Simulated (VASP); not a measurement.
# InSb (P4/mmm) in VASP: single point with PBEsol

Aim: the single point of InSb with PBEsol.

Everything below comes from runs of VASP 6.6.1. Logs are shortened: lines on timing, memory, paths and dates and some standing lists are left out, and cuts for length are marked.

## 1. The cell of the first run

The structure is tetragonal, space group P4/mmm (No. 123). Conventional cell: a = 3.077 Å, b = 3.077 Å, c = 6.215 Å, α = 90.00°, β = 90.00°, γ = 90.00°. In (site symmetry 4/mmm) has 4 In at 3.08 Å and 2 Sb at 3.11 Å within 4.0 Å. Sb (site symmetry 4/mmm) has 4 Sb at 3.08 Å and 2 In at 3.11 Å within 4.0 Å.

## 2. Single point, PBEsol

The input, INCAR:

```
SYSTEM = InSb
  PREC = Accurate
  ENCUT = 520
  EDIFF = 1E-6
  ISMEAR = 0
  SIGMA = 0.1
  LREAL = .False.
  LASPH = .True.
  NELM = 60
  ALGO = Normal
  ISIF = 2
  LWAVE = .False.
  LCHARG = .True.
  GGA = PS
  LELF = .True.
  LVHAR = .True.
  NBANDS = 16
```

The input, KPOINTS:

```
Automatic mesh
0
Gamma
  6 6 4
  0 0 0
```

The input, POSCAR:

```
InSb
1.0
    3.0766560000      0.0000000000      0.0000000000
    0.0000000000      3.0766560000      0.0000000000
    0.0000000000      0.0000000000      6.2154700000
In Sb
1 1
Direct
    0.0000000000      0.0000000000      0.0000000000
    0.0000000000      0.0000000000      0.5000000000
```

Potentials or basis: VASP PAW PBE potentials, release 64 (In_d, Sb).

Started as:

```console
cat potpaw_PBE.64/In_d/POTCAR potpaw_PBE.64/Sb/POTCAR > POTCAR
mpirun -np 1 vasp_std > vasp.out
```

OUTCAR:

```text
SYSTEM = InSb
   PREC = Accurate
   ENCUT = 520
   EDIFF = 1E-6
   ISMEAR = 0
   LREAL = .False.
   LASPH = .True.
   NELM = 60
   ISIF = 2
   GGA = PS

 ion  position               nearest neighbor table
   1  0.000  0.000  0.000-   2 3.11   2 3.11
   2  0.000  0.000  0.500-   1 3.11   1 3.11

  LATTYP: Found a simple tetragonal cell.
 ALAT       =     3.0766560000
 C/A-ratio  =     2.0202031036

  Lattice vectors:

 A1 = (   3.0766560000,   0.0000000000,   0.0000000000)
 A2 = (   0.0000000000,   3.0766560000,   0.0000000000)
 A3 = (   0.0000000000,   0.0000000000,   6.2154700000)

Analysis of symmetry for initial positions (statically):
=====================================================================
 Subroutine PRICEL returns:
 Original cell was already a primitive cell.

 Routine SETGRP: Setting up the symmetry group for a
 simple tetragonal supercell.

 Subroutine GETGRP returns: Found 16 space group operations
 (whereof 16 operations were pure point group operations)
 out of a pool of 16 trial point group operations.

The static configuration has the point symmetry D_4h.

Analysis of symmetry for dynamics (positions and initial velocities):
=====================================================================
 Subroutine PRICEL returns:
 Original cell was already a primitive cell.

 Routine SETGRP: Setting up the symmetry group for a
 simple tetragonal supercell.

 Subroutine GETGRP returns: Found 16 space group operations
 (whereof 16 operations were pure point group operations)
 out of a pool of 16 trial point group operations.

The dynamic configuration has the point symmetry D_4h.

 Subroutine INISYM returns: Found 16 space group operations
 (whereof 16 operations are pure point group operations),
 and found     1 'primitive' translations

----------------------------------------------------------------------------------------

                                     Primitive cell

  volume of cell :      58.8345

  direct lattice vectors                    reciprocal lattice vectors
     3.076656000  0.000000000  0.000000000     0.325028212  0.000000000  0.000000000
     0.000000000  3.076656000  0.000000000     0.000000000  0.325028212  0.000000000
     0.000000000  0.000000000  6.215470000     0.000000000  0.000000000  0.160888879

  length of vectors
     3.076656000  3.076656000  6.215470000     0.325028212  0.325028212  0.160888879

  position of ions in fractional coordinates (direct lattice)
     0.000000000  0.000000000  0.000000000
     0.000000000  0.000000000  0.500000000

  ion indices of the primitive-cell ions
   primitive index   ion index
                 1           1
                 2           2

----------------------------------------------------------------------------------------

 KPOINTS: Automatic mesh

Automatic generation of k-mesh.
 Grid dimensions read from file:
 generate k-points for:    6    6    4

 Generating k-lattice:

  Cartesian coordinates                     Fractional coordinates (reciprocal lattice)
     0.054171369  0.000000000  0.000000000     0.166666667  0.000000000  0.000000000
     0.000000000  0.054171369  0.000000000     0.000000000  0.166666667  0.000000000
     0.000000000  0.000000000  0.040222220     0.000000000  0.000000000  0.250000000

  Length of vectors
     0.054171369  0.054171369  0.040222220

  Shift w.r.t. Gamma in fractional coordinates (k-lattice)
     0.000000000  0.000000000  0.000000000

 Subroutine IBZKPT returns following result:
 ===========================================

 Found     30 irreducible k-points:

 Following reciprocal coordinates:
            Coordinates               Weight
  0.000000  0.000000  0.000000      1.000000
  0.166667  0.000000  0.000000      4.000000
  0.333333  0.000000  0.000000      4.000000
  0.500000  0.000000  0.000000      2.000000
  0.166667  0.166667  0.000000      4.000000
  0.333333  0.166667  0.000000      8.000000
[... 16 lines left out ...]
  0.333333  0.000000  0.500000      4.000000
  0.500000  0.000000  0.500000      2.000000
 [... further k-points ...]
   k-points           NKPTS =     30   k-points in BZ     NKDIM =     30   number of bands    NBANDS=     16
   number of dos      NEDOS =    301   number of ions     NIONS =      2
   total plane-waves  NPLWV =  27648
   dimension x,y,z NGX =    24 NGY =   24 NGZ =   48
   dimension x,y,z NGXF=    48 NGYF=   48 NGZF=   96
   ions per type =               1   1
   NGX,Y,Z   is equivalent  to a cutoff of  12.97, 12.97, 12.84 a.u.
   NGXF,Y,Z  is equivalent  to a cutoff of  25.94, 25.94, 25.68 a.u.
 SYSTEM =  InSb
   PREC   = accura    normal or accurate (medium, high low for compatibility)
   ISTART =      0    job   : 0-new  1-cont  2-samecut
   ICHARG =      2    charge: 1-file 2-atom 10-const
   ISPIN  =      1    spin polarized calculation?
   LNONCOLLINEAR =      F non collinear calculations
   LSORBIT =      F    spin-orbit coupling
   LASPH  =      T    aspherical Exc in radial PAW
   ENCUT  =  520.0 eV  38.22 Ry    6.18 a.u.   5.72  5.72 11.56*2*pi/ulx,y,z
   NELM   =     60;   NELMIN=  2; NELMDL= -5     # of ELM steps
   EDIFF  = 0.1E-05   stopping-criterion for ELM
   LREAL  =      F    real-space projection
   EDIFFG = 0.1E-04   stopping-criterion for IOM
   NSW    =      0    number of steps for IOM
   IBRION =     -1    ionic relax: 0-MD 1-quasi-New 2-CG
   NFREE  =      0    steps in history (QN), initial steepest desc. (CG)
   ISIF   =      2    stress and relaxation
   ISYM   =      2    0-nonsym 1-usesym 2-fastsym
   POTIM  = 0.5000    time-step for ionic-motion
   TEBEG  =    0.0;   TEEND  =   0.0 temperature during run
   PSTRESS=    0.0 pullay stress
   NELECT =      18.0000    total number of electrons
   NUPDOWN=      -1.0000    fix difference up-down
   EMIN   =  10.00;   EMAX   =-10.00  energy-range for DOS
   EFERMI =   0.00;   METHOD = LEGACY
   ISMEAR =     0;   SIGMA  =   0.10  broadening in eV -4-tet -1-fermi 0-gaus
   EFERMI_NEDOS =   21; number of points for ismear=-14 and -15
   IALGO  =     38    algorithm
   IMIX   =      4    mixing-type and parameters
     AMIX     =   0.40;   BMIX     =  1.00
     AMIX_MAG =   1.60;   BMIX_MAG =  1.00
  volume/ion in A,a.u.               =      29.42       198.52
  Fermi-wavevector in a.u.,A,eV,Ry     =   1.103117  2.084590 16.556493  1.216868
  Thomas-Fermi vector in A             =   2.239571
   LORBIT       =      0    0 simple, 1 ext, 2 COOP (PROOUT), +10 PAW based schemes
   GGA     = PS    functional components
   LHFCALC =     F    Hartree Fock is set to
   AEXX    =    0.0000 exact exchange contribution
   IVDW    =     0    specifies the selected vdW correction
   LEPSILON=     F    determine dielectric tensor
   LRPA    =     F    only Hartree local field effects (RPA)
 non-spin polarized calculation
 Gauss-broadening in eV      SIGMA  =   0.10
  energy-cutoff  :      520.00
  volume of cell :       58.83
 maximum number of plane-waves:      1600
 NGX is ok and might be reduce to    24
   NGX = 11   NGY = 11   NGZ = 23

 number of electron      17.9999986 magnetization

 Free energy of the ion-electron system (eV)
  ---------------------------------------------------
  ext. energy  EPLUGINS =         0.00000000
  ---------------------------------------------------
  free energy    TOTEN  =        -7.51525515 eV

  energy without entropy =       -7.50997934  energy(sigma->0) =       -7.51261724

 E-fermi :   6.4752     XC(G=0):  -9.7922

 val. band max:        6.4126957919   @ k =   0.5000   0.1667   0.2500
 cond. band min:       6.5185853689   @ k =   0.5000   0.3333   0.0000
 fundamental gap:      0.1058895770
 Fermi energy:         6.4752093168

 k-point     1 :       0.0000    0.0000    0.0000
  band No.  band energies     occupation
      1      -8.4102      2.00000
      2      -8.1750      2.00000
      3      -7.8176      2.00000
      4      -7.8176      2.00000
      5      -7.7418      2.00000
      6      -5.0036      2.00000
[... 8 lines left out ...]
     15      15.2996      0.00000
     16      15.9435      0.00000

 k-point     2 :       0.1667    0.0000    0.0000
  band No.  band energies     occupation
      1      -8.3323      2.00000
      2      -8.1085      2.00000
      3      -7.8793      2.00000
      4      -7.8126      2.00000
      5      -7.7880      2.00000
      6      -4.5832      2.00000
[... 8 lines left out ...]
     15      15.7612      0.00000
     16      15.8420      0.00000

 k-point     3 :       0.3333    0.0000    0.0000
  band No.  band energies     occupation
      1      -8.2532      2.00000
      2      -7.9988      2.00000
      3      -7.9006      2.00000
      4      -7.8789      2.00000
      5      -7.8023      2.00000
      6      -3.4009      2.00000
[... 8 lines left out ...]
     15      16.7671      0.00000
     16      17.2637      0.00000

 k-point     4 :       0.5000    0.0000    0.0000
  band No.  band energies     occupation
      1      -8.2311      2.00000
      2      -8.0568      2.00000
      3      -7.9236      2.00000
      4      -7.7972      2.00000
      5      -7.7802      2.00000
      6      -2.3362      2.00000
[... 8 lines left out ...]
     15      17.8899      0.00000
     16      18.4254      0.00000
[... 324 lines left out ...]
 k-point    22 :       0.1667    0.0000    0.5000
  band No.  band energies     occupation
      1      -8.3318      2.00000
      2      -8.0916      2.00000
      3      -7.8812      2.00000
      4      -7.8131      2.00000
      5      -7.7880      2.00000
      6      -4.4479      2.00000
[... 8 lines left out ...]
     15      17.2740      0.00000
     16      17.9186      0.00000

 k-point    23 :       0.3333    0.0000    0.5000
  band No.  band energies     occupation
      1      -8.2511      2.00000
      2      -8.0016      2.00000
      3      -7.8886      2.00000
      4      -7.8789      2.00000
      5      -7.8029      2.00000
      6      -3.2914      2.00000
[... 8 lines left out ...]
     15      16.4243      0.00000
     16      16.5053      0.00000

 k-point    24 :       0.5000    0.0000    0.5000
  band No.  band energies     occupation
      1      -8.2293      2.00000
      2      -8.0595      2.00000
      3      -7.9236      2.00000
      4      -7.7978      2.00000
      5      -7.7698      2.00000
      6      -2.2802      2.00000
[... 8 lines left out ...]
     15      17.5384      0.00000
     16      17.7805      0.00000

 [... further k-points ...]
[... 5 lines left out ...]
  --------------------------------------------------------------------------------------
  -------------------------------------------------------------------------------------
  Total       -0.7201844     -0.7201844     -0.5464308      0.0000000      0.0000000      0.0000000
  in kB      -19.6120257    -19.6120257    -14.8803754      0.0000000      0.0000000      0.0000000
  external PRESSURE =     -18.0348089 kB  Pullay stress =       0.0000000 kB

 VOLUME and BASIS-vectors are now :
 -----------------------------------------------------------------------------
  energy-cutoff  :      520.00
  volume of cell :       58.83
      direct lattice vectors                 reciprocal lattice vectors
     3.076656000  0.000000000  0.000000000     0.325028212  0.000000000  0.000000000
     0.000000000  3.076656000  0.000000000     0.000000000  0.325028212  0.000000000
     0.000000000  0.000000000  6.215470000     0.000000000  0.000000000  0.160888879

 POSITION                                       TOTAL-FORCE (eV/Angst)
 -----------------------------------------------------------------------------------
      0.00000      0.00000      0.00000         0.000000      0.000000      0.000000
      0.00000      0.00000      3.10773         0.000000      0.000000      0.000000
 -----------------------------------------------------------------------------------
    total drift:                                0.000000     -0.000000     -0.000000

  FREE ENERGIE OF THE ION-ELECTRON SYSTEM (eV)
  ---------------------------------------------------
  free  energy   TOTEN  =        -7.5152551490 eV

  energy  without entropy=       -7.5099793352  energy(sigma->0) =       -7.51261724
```

It took 9.1 s on 1 thread of Intel Xeon 6975P-C, shared host; peak memory 0.18 GiB.

What came out:

```yaml
Free_energy: -7.5153 eV
Pressure: -1.8 GPa
Band_gap_on_the_k_mesh: zero (band 9 reaches 10.77 eV, above the bottom of band 10 at 4.86 eV)
```

Caveat: the PAW data sets were made with another functional, which shifts forces and pressure a little; spin-orbit coupling is left out, which moves the levels of the heavy elements.
